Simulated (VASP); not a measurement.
# Mo (Im-3m) in VASP: single point with r2SCAN

Aim: the single point of Mo with r2SCAN.

Program: VASP 6.6.1. These are calculated values, not measurements. Logs are shortened: lines on timing, memory, paths and dates and some standing lists are left out, and cuts for length are marked.

## 1. The cell of the first run

It takes space group Im-3m (No. 229, cubic). Conventional cell: a = 3.151 Å, b = 3.151 Å, c = 3.151 Å, α = 90.00°, β = 90.00°, γ = 90.00°. Mo (site symmetry m-3m) has 14 Mo at 2.73 to 3.15 Å within 3.6 Å.

## 2. Single point, r2SCAN

POSCAR reads:

```
Mo
1.0
   -1.5754630680      1.5754630680      1.5754630680
    1.5754630680     -1.5754630680      1.5754630680
    1.5754630680      1.5754630680     -1.5754630680
Mo
1
Direct
    0.0000000000      0.0000000000      0.0000000000
```

INCAR.step1 reads:

```
SYSTEM = Mo
ALGO     = Normal         ! electronic algorithm
EDIFF    = 1E-5           ! SCF threshold, eV
ENCUT    = 550            ! plane-wave cutoff, eV
GGA      = PE             ! functional
GGA_COMPAT= .FALSE.      
ISMEAR   = 1              ! smearing method
LASPH    = .TRUE.         ! aspherical terms in the spheres
LCHARG   = .FALSE.        ! write CHGCAR
LREAL    = .FALSE.        ! projectors in reciprocal space
LWAVE    = .TRUE.         ! write WAVECAR
NBANDS   = 13             ! bands
NELM     = 120            ! most SCF steps
PREC     = Accurate       ! precision mode
SIGMA    = 0.1            ! smearing width, eV
```

INCAR.step2 reads:

```
SYSTEM = Mo
ALGO     = Normal         ! electronic algorithm
EDIFF    = 1E-6           ! SCF threshold, eV
ENCUT    = 550            ! plane-wave cutoff, eV
GGA_COMPAT= .FALSE.      
ISIF     = 2              ! what is computed and relaxed
ISMEAR   = 1              ! smearing method
ISTART   = 1            
LASPH    = .TRUE.         ! aspherical terms in the spheres
LCHARG   = .FALSE.        ! write CHGCAR
LMIXTAU  = .TRUE.       
LREAL    = .FALSE.        ! projectors in reciprocal space
LWAVE    = .FALSE.        ! write WAVECAR
METAGGA  = R2SCAN         ! meta-GGA
NBANDS   = 13             ! bands
NELM     = 120            ! most SCF steps
PREC     = Accurate       ! precision mode
SIGMA    = 0.1            ! smearing width, eV
```

KPOINTS reads:

```
k-points
0
G
  36 36 36
  0 0 0
```

Potentials or basis: VASP PAW PBE potentials, release 64 (Mo_sv).

Started as:

```bash
$ cat potpaw_PBE.64/Mo_sv/POTCAR > POTCAR
$ cp INCAR.step1 INCAR
$ mpirun -np 1 vasp_std > vasp.out
$ cp INCAR.step2 INCAR
$ mpirun -np 1 vasp_std > vasp.out
```

OUTCAR:

```text
SYSTEM = Mo
   EDIFF = 1E-6
   ENCUT = 550
   ISIF = 2
   ISMEAR = 1
   ISTART = 1
   LASPH = .TRUE.
   LREAL = .FALSE.
   METAGGA = R2SCAN
   NELM = 120
   PREC = Accurate

 ion  position               nearest neighbor table
   1  0.000  0.000  0.000-

  LATTYP: Found a body centered cubic cell.
 ALAT       =     3.1509261360

  Lattice vectors:

 A1 = (  -1.5754630680,   1.5754630680,   1.5754630680)
 A2 = (   1.5754630680,  -1.5754630680,   1.5754630680)
 A3 = (   1.5754630680,   1.5754630680,  -1.5754630680)

Analysis of symmetry for initial positions (statically):
=====================================================================
 Subroutine PRICEL returns:
 Original cell was already a primitive cell.

 Routine SETGRP: Setting up the symmetry group for a
 body centered cubic supercell.

 Subroutine GETGRP returns: Found 48 space group operations
 (whereof 48 operations were pure point group operations)
 out of a pool of 48 trial point group operations.

The static configuration has the point symmetry O_h .

Analysis of symmetry for dynamics (positions and initial velocities):
=====================================================================
 Subroutine PRICEL returns:
 Original cell was already a primitive cell.

 Routine SETGRP: Setting up the symmetry group for a
 body centered cubic supercell.

 Subroutine GETGRP returns: Found 48 space group operations
 (whereof 48 operations were pure point group operations)
 out of a pool of 48 trial point group operations.

The dynamic configuration has the point symmetry O_h .

 Subroutine INISYM returns: Found 48 space group operations
 (whereof 48 operations are pure point group operations),
 and found     1 'primitive' translations

----------------------------------------------------------------------------------------

                                     Primitive cell

  volume of cell :      15.6417

  direct lattice vectors                    reciprocal lattice vectors
    -1.575463068  1.575463068  1.575463068     0.000000000  0.317367008  0.317367008
     1.575463068 -1.575463068  1.575463068     0.317367008  0.000000000  0.317367008
     1.575463068  1.575463068 -1.575463068     0.317367008  0.317367008  0.000000000

  length of vectors
     2.728782079  2.728782079  2.728782079     0.448824727  0.448824727  0.448824727

  position of ions in fractional coordinates (direct lattice)
     0.000000000  0.000000000  0.000000000

  ion indices of the primitive-cell ions
   primitive index   ion index
                 1           1

----------------------------------------------------------------------------------------

 KPOINTS: k-points

Automatic generation of k-mesh.
 Grid dimensions read from file:
 generate k-points for:   36   36   36

 Generating k-lattice:

  Cartesian coordinates                     Fractional coordinates (reciprocal lattice)
     0.000000000  0.008815750  0.008815750     0.027777778  0.000000000  0.000000000
     0.008815750  0.000000000  0.008815750     0.000000000  0.027777778  0.000000000
     0.008815750  0.008815750  0.000000000     0.000000000  0.000000000  0.027777778

  Length of vectors
     0.012467354  0.012467354  0.012467354

  Shift w.r.t. Gamma in fractional coordinates (k-lattice)
     0.000000000  0.000000000  0.000000000

 Subroutine IBZKPT returns following result:
 ===========================================

 Found   1240 irreducible k-points:

 Following reciprocal coordinates:
            Coordinates               Weight
  0.000000  0.000000  0.000000      1.000000
  0.027778  0.000000  0.000000     12.000000
  0.055556  0.000000  0.000000     12.000000
  0.083333  0.000000  0.000000     12.000000
  0.111111  0.000000  0.000000     12.000000
  0.138889  0.000000  0.000000     12.000000
[... 16 lines left out ...]
  0.111111  0.027778 -0.000000     48.000000
  0.138889  0.027778  0.000000     48.000000
 [... further k-points ...]
   k-points           NKPTS =   1240   k-points in BZ     NKDIM =   1240   number of bands    NBANDS=     13
   number of dos      NEDOS =    301   number of ions     NIONS =      1
   total plane-waves  NPLWV =  13824
   dimension x,y,z NGX =    24 NGY =   24 NGZ =   24
   dimension x,y,z NGXF=    48 NGYF=   48 NGZF=   48
   ions per type =               1
   NGX,Y,Z   is equivalent  to a cutoff of  14.62, 14.62, 14.62 a.u.
   NGXF,Y,Z  is equivalent  to a cutoff of  29.24, 29.24, 29.24 a.u.
 SYSTEM =  Mo
   PREC   = accura    normal or accurate (medium, high low for compatibility)
   ISTART =      1    job   : 0-new  1-cont  2-samecut
   ICHARG =      0    charge: 1-file 2-atom 10-const
   ISPIN  =      1    spin polarized calculation?
   LNONCOLLINEAR =      F non collinear calculations
   LSORBIT =      F    spin-orbit coupling
   LASPH  =      T    aspherical Exc in radial PAW
   ENCUT  =  550.0 eV  40.42 Ry    6.36 a.u.   5.22  5.22  5.22*2*pi/ulx,y,z
   NELM   =    120;   NELMIN=  2; NELMDL=  0     # of ELM steps
   EDIFF  = 0.1E-05   stopping-criterion for ELM
   LREAL  =      F    real-space projection
   EDIFFG = 0.1E-04   stopping-criterion for IOM
   NSW    =      0    number of steps for IOM
   IBRION =     -1    ionic relax: 0-MD 1-quasi-New 2-CG
   NFREE  =      0    steps in history (QN), initial steepest desc. (CG)
   ISIF   =      2    stress and relaxation
   ISYM   =      2    0-nonsym 1-usesym 2-fastsym
   POTIM  = 0.5000    time-step for ionic-motion
   TEBEG  =    0.0;   TEEND  =   0.0 temperature during run
   PSTRESS=    0.0 pullay stress
   NELECT =      14.0000    total number of electrons
   NUPDOWN=      -1.0000    fix difference up-down
   EMIN   =  10.00;   EMAX   =-10.00  energy-range for DOS
   EFERMI =   0.00;   METHOD = LEGACY
   ISMEAR =     1;   SIGMA  =   0.10  broadening in eV -4-tet -1-fermi 0-gaus
   EFERMI_NEDOS =   21; number of points for ismear=-14 and -15
   IALGO  =     38    algorithm
   IMIX   =      4    mixing-type and parameters
     AMIX     =   0.40;   BMIX     =  1.00
     AMIX_MAG =   1.60;   BMIX_MAG =  1.00
  volume/ion in A,a.u.               =      15.64       105.56
  Fermi-wavevector in a.u.,A,eV,Ry     =   1.577693  2.981408 33.866487  2.489117
  Thomas-Fermi vector in A             =   2.678337
   LORBIT       =      0    0 simple, 1 ext, 2 COOP (PROOUT), +10 PAW based schemes
   METAGGA = R2SCAN    functional components
   LHFCALC =     F    Hartree Fock is set to
   AEXX    =    0.0000 exact exchange contribution
   IVDW    =     0    specifies the selected vdW correction
   LEPSILON=     F    determine dielectric tensor
   LRPA    =     F    only Hartree local field effects (RPA)
 non-spin polarized calculation
 Methfessel and Paxton  Order N= 1 SIGMA  =   0.10
  energy-cutoff  :      550.00
  volume of cell :       15.64
 maximum number of plane-waves:       472
 NGX is ok and might be reduce to    24
   NGX = 11   NGY = 11   NGZ = 11

 number of electron      14.0000002 magnetization

 Free energy of the ion-electron system (eV)
  ---------------------------------------------------
  ext. energy  EPLUGINS =         0.00000000
  ---------------------------------------------------
  free energy    TOTEN  =       -26.07720846 eV

  energy without entropy =      -26.07692781  energy(sigma->0) =      -26.07711491

 E-fermi :  12.5482     XC(G=0): -14.6331

 val. band max:       12.5477708389   @ k =  -0.3056   0.3333   0.1667
 cond. band min:      12.5494577511   @ k =  -0.1944   0.2778   0.0833
 fundamental gap:      0.0016869122
 Fermi energy:        12.5481563553

 k-point     1 :       0.0000    0.0000    0.0000
  band No.  band energies     occupation
      1     -50.6859      2.00000
      2     -23.1589      2.00000
      3     -23.1589      2.00000
      4     -23.1589      2.00000
      5       4.8780      2.00000
      6      11.1165      2.00000
      7      11.1165      2.00000
      8      11.1165      2.00000
      9      14.4511     -0.00000
     10      14.4511     -0.00000
     11      28.0337      0.00000
     12      28.0337      0.00000
     13      28.0337      0.00000

 k-point     2 :       0.0278    0.0000    0.0000
  band No.  band energies     occupation
      1     -50.6837      2.00000
      2     -23.1712      2.00000
      3     -23.1627      2.00000
      4     -23.1590      2.00000
      5       4.9144      2.00000
      6      11.0956      2.00000
      7      11.1133      2.00000
      8      11.1501      2.00000
      9      14.4183     -0.00000
     10      14.4513     -0.00000
     11      28.0617      0.00000
     12      28.0946      0.00000
     13      28.1064      0.00000

 k-point     3 :       0.0556    0.0000    0.0000
  band No.  band energies     occupation
      1     -50.6773      2.00000
      2     -23.2076      2.00000
      3     -23.1738      2.00000
      4     -23.1593      2.00000
      5       5.0223      2.00000
      6      11.0341      2.00000
      7      11.1024      2.00000
      8      11.2505      2.00000
      9      14.3266     -0.00000
     10      14.4520     -0.00000
     11      28.1417      0.00000
     12      28.2760      0.00000
     13      28.3150      0.00000
[... 305 lines left out ...]
 k-point    23 :       0.1111    0.0278   -0.0000
  band No.  band energies     occupation
      1     -50.6425      2.00000
      2     -23.4017      2.00000
      3     -23.2287      2.00000
      4     -23.1651      2.00000
      5       5.5967      2.00000
      6      10.7324      2.00000
      7      10.9859      2.00000
      8      11.8227      2.00000
      9      13.9556     -0.00000
     10      14.4793     -0.00000
     11      28.4984      0.00000
     12      29.2225      0.00000
     13      29.2536      0.00000

 k-point    24 :       0.1389    0.0278    0.0000
  band No.  band energies     occupation
      1     -50.6233      2.00000
      2     -23.5056      2.00000
      3     -23.2616      2.00000
      4     -23.1659      2.00000
      5       5.9024      2.00000
      6      10.5666      2.00000
      7      10.9232      2.00000
      8      12.1459      2.00000
      9      13.8397     -0.00000
     10      14.4992     -0.00000
     11      28.6003      0.00000
     12      29.5688      0.00000
     13      29.7872      0.00000

 [... further k-points ...]

------------------------ aborting loop because EDIFF is reached ----------------------------------------

  FORCE on cell =-STRESS in cart. coord.  units (eV):
  Direction    XX          YY          ZZ          XY          YZ          ZX
  --------------------------------------------------------------------------------------
  -------------------------------------------------------------------------------------
  Total        0.1043890      0.1043890      0.1043890      0.0000000      0.0000000      0.0000000
  in kB       10.6925371     10.6925371     10.6925371      0.0000000      0.0000000      0.0000000
  external PRESSURE =      10.6925371 kB  Pullay stress =       0.0000000 kB

 VOLUME and BASIS-vectors are now :
 -----------------------------------------------------------------------------
  energy-cutoff  :      550.00
  volume of cell :       15.64
      direct lattice vectors                 reciprocal lattice vectors
    -1.575463068  1.575463068  1.575463068     0.000000000  0.317367008  0.317367008
     1.575463068 -1.575463068  1.575463068     0.317367008  0.000000000  0.317367008
     1.575463068  1.575463068 -1.575463068     0.317367008  0.317367008  0.000000000

 POSITION                                       TOTAL-FORCE (eV/Angst)
 -----------------------------------------------------------------------------------
      0.00000      0.00000      0.00000        -0.000000      0.000000      0.000000
 -----------------------------------------------------------------------------------
    total drift:                               -0.000000      0.000000      0.000000

  FREE ENERGIE OF THE ION-ELECTRON SYSTEM (eV)
  ---------------------------------------------------
  free  energy   TOTEN  =       -26.0772084645 eV

  energy  without entropy=      -26.0769278090  energy(sigma->0) =      -26.07711491
```

It took 15 min on 1 thread of Oxide Virtual Turin-like, shared host; peak memory 0.33 GiB.

Results:

* Free energy: -26.0772 eV
* Pressure: 1.1 GPa
* Band gap on the k mesh: zero (bands 7 and 8 overlap by 5.56 eV)

Caveat: the PAW data sets were made with another functional, which shifts forces and pressure a little.
